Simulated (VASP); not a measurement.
Write the native input for VASP 6.6.1 that does the following.

```
Task                   : single point
Functional             : revPBE
Potentials or basis    : VASP PAW PBE potentials, release 64 (C)
Cutoff                 : 600 eV
k mesh                 : 17 × 17 × 19
Occupations            : fermi-dirac, width 0.1 eV
Spin                   : no spin polarisation
Dipole correction      : no
Further INCAR settings : ALGO = Normal; EDIFF = 1e-06; NBANDS = 11; ISYM = 0
```

The structure of C lies in POSCAR:

```
C
1.0
   -1.2501460441      1.2501433034      1.7679446275
    1.2501433034     -1.2501460441      1.7679446275
    1.2501479364      1.2501479364     -1.7679496471
C
2
Direct
    0.0000004443      0.9999995557      1.0000000000
    0.7499995557      0.2500004443      0.5000000000
```

The input as run:

INCAR

```
  PREC = Accurate
  ENCUT = 600
  EDIFF = 1E-6
  ISMEAR = -1
  SIGMA = 0.1
  LREAL = False
  LASPH = True
  NELM = 120
  ALGO = Normal
  ISIF = 2
  LWAVE = False
  LCHARG = False
  GGA = RE
  NBANDS = 11
  ISYM = 0
  GGA_COMPAT = False
```

KPOINTS

```
regular mesh
0
Gamma
  17 17 19
```

Potentials or basis: VASP PAW PBE potentials, release 64 (C).

Run with:

```console
$ cat potpaw_PBE.64/C/POTCAR > POTCAR
$ mpirun -np 1 vasp_std > vasp.out
```

Results of the run:

```yaml
Pressure: 18.5 GPa
Band_gap_on_the_k_mesh: 4.18 eV (least direct gap 5.66 eV)
```

Caveat: the cell stands under pressure; the PAW data sets were made with another functional, which shifts forces and pressure a little; an odd mesh through Γ misses points on the zone boundary, where band edges can lie.

It took 2.9 min on 1 thread of Oxide Virtual Turin-like Processor, with other jobs on the host, peak memory 0.37 GiB.
